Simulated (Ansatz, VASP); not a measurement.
**WSe2: VASP beside Ansatz**

```
CELL_PARAMETERS angstrom
3.32779 0.00000 0.00000
-1.66389 2.88195 0.00000
0.00000 0.00000 6.80166
ATOMIC_POSITIONS crystal
W 0.00000 0.00000 0.00000
Se 0.33333 0.66667 0.26435
Se 0.33333 0.66667 0.73565
```

Alike in both runs: task single point; functional PBE; dispersion D3(BJ); k mesh 9 × 9 × 4; occupations gaussian, width 0.05 eV; no spin polarisation.

|  | VASP | Ansatz |
| --- | --- | --- |
| version | VASP 6.6.1 | Ansatz 0.2.0 |
| potentials or method | VASP PAW PBE potentials, release 64 (W_sv, Se), cutoff 520 eV | scalar-relativistic, plane waves, PAW |
| valence electrons in the cell | 26 | 46 |

VASP gave:

- gap on the k mesh at the Fermi level (eV): 0.86
- least direct gap on the mesh (eV): 1.64
- pressure (GPa): -9.8
- traceless stress, the component that is largest in VASP (GPa): -3.17
- rms of the force components (eV/Å): 1.014

Q: What did Ansatz give for the same quantities?

A: gap on the k mesh at the Fermi level (eV): 0.86; least direct gap on the mesh (eV): 1.64; pressure (GPa): -10.0; traceless stress, the component that is largest in VASP (GPa): -3.24; rms of the force components (eV/Å): 1.029.

Atom by atom the forces differ by 0.014 eV/Å (rms over components). VASP's potentials hold 26 valence electrons a cell and Ansatz's 46, so a difference there can come from the potentials and not from the codes.

Spin-orbit coupling is off throughout.
